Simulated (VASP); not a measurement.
Write the native input for VASP 6.6.1 that does the following.

* Task: single point
* Functional: PBE
* Potentials or basis: VASP PAW PBE potentials, release 64 (Nb_sv, Te)
* Cutoff: 520 eV
* k mesh: 9 × 9 × 8
* Occupations: fermi-dirac, width 0.15 eV
* Spin: no spin polarisation
* Dipole correction: no
* Further INCAR settings: ALGO = Normal; EDIFF = 1e-06; NBANDS = 16

The structure of NbTe lies in POSCAR:

```
NbTe
1.0
    3.6718551002      0.0000000000      0.0000000000
   -1.8359275501      3.1799202385      0.0000000000
    0.0000000000      0.0000000000      3.6631657423
Nb Te
1 1
Direct
    0.0000000000      0.0000000000      0.5000000000
    0.6666666667      0.3333333333      0.0000000000
```

These files were run (other wordings do the same):

INCAR

```
PREC     = Accurate       # precision mode
ENCUT    = 520            # plane-wave cutoff, eV
EDIFF    = 1E-6           # SCF threshold, eV
ISMEAR   = -1             # smearing method
SIGMA    = 0.15           # smearing width, eV
LREAL    = False          # projectors in reciprocal space
LASPH    = True           # aspherical terms in the spheres
NELM     = 80             # most SCF steps
ALGO     = Normal         # electronic algorithm
ISIF     = 2              # what is computed and relaxed
LWAVE    = False          # write WAVECAR
LCHARG   = False          # write CHGCAR
GGA      = PE             # functional
NBANDS   = 16             # bands
```

KPOINTS

```
Automatic mesh
0
Gamma
  9 9 8
```

Potentials or basis: VASP PAW PBE potentials, release 64 (Nb_sv, Te).

Run with:

```bash
$ cat potpaw_PBE.64/Nb_sv/POTCAR potpaw_PBE.64/Te/POTCAR > POTCAR
$ mpirun -np 1 vasp_std > vasp.out
```

It gave:

```
Pressure : 2.7 GPa
```

Run time: 31 s on 1 thread of Intel Xeon 6975P-C, with other jobs on the host, peak memory 0.19 GiB.
